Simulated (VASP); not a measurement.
Input of a VASP 6.6.1 run:

INCAR

```
SYSTEM = Hf7O16
ALGO = Normal
EDIFF = 1E-6
ENCUT = 520
GGA = PE
GGA_COMPAT = .FALSE.
ISIF = 2
ISMEAR = -1
ISPIN = 2
LASPH = .TRUE.
LCHARG = .FALSE.
LMAXMIX = 4
LORBIT = 11
LREAL = .FALSE.
LWAVE = .FALSE.
MAGMOM = 0.043 0.043 0.043 0.043 0.043 0.043 0.043 0.043 0.043 0.043 0.043 0.043 0.043 0.043 0.043 0.043 0.043 0.043 0.043 0.043 0.043 0.043 0.043
NBANDS = 104
NELECT = 169.0
NELM = 200
NUPDOWN = 1.0
PREC = Accurate
SIGMA = 0.01
```

The input KPOINTS:

```
k-points
0
G
  1 1 1
  0 0 0
```

POSCAR

```
Hf7O16
1.0
   -3.6047748000      3.6047748000      5.2647067900
    3.6047748000     -3.6047748000      5.2647067900
    3.6047748000      3.6047748000     -5.2647067900
Hf O
7 16
Direct
   -0.0383604985      0.0279985706      0.4806329372
    0.0025530745      0.5864508537      0.0445614522
    0.5071989631      0.0113387224      0.0094512145
   -0.0424005981      0.0023016396     -0.0775470079
   -0.0567156884      0.4694689155      0.4839744774
    0.4972800996      0.0328269526      0.4830409933
    0.5241612567      0.5476890787      0.0504895618
    0.1584405385      0.3577577053      0.7219301189
    0.1579955018      0.9191979769      0.3615336803
    0.5819028199      0.3532664846      0.1762275136
    0.6851663578      0.7987389171      1.0802753892
    0.5778922374     -0.0356498346      0.7584776170
    0.3250849386      0.6672135232      0.1772084348
    0.9243928086      0.1637728942      0.2268140301
    0.8884841467      0.6585468979      0.7771600600
   -0.0114490857      0.2777958902     -0.0581994748
    0.1745246840      0.9973667933      0.7736928532
    0.5405267398      0.3445025665      0.7470106038
    0.7089287962      1.1819084120      0.4305348007
    0.2855893773      0.0417710950      0.1667230363
    0.2598774076      0.6889394394      0.7296669406
    0.7422979450     -0.1381374986      0.4983078277
    0.9049675213      0.5887323711      0.2657412885
```

Potentials or basis: VASP PAW PBE potentials, release 64 (Hf_pv, O).

Command:

```sh
$ cat potpaw_PBE.64/Hf_pv/POTCAR potpaw_PBE.64/O/POTCAR > POTCAR
$ mpirun -np 1 vasp_gam > vasp.out
```

(1) Predict the largest force.

Results:

(1) 0.165 eV/Å.

Caveat: the k points lie up to 1.06 Å⁻¹ apart, too coarse for converged energies, forces and pressures; the cell carries a net charge on a neutralising background, which shifts energy and pressure; the total moment is fixed, so each spin has its own Fermi level and the state may be an excited one.
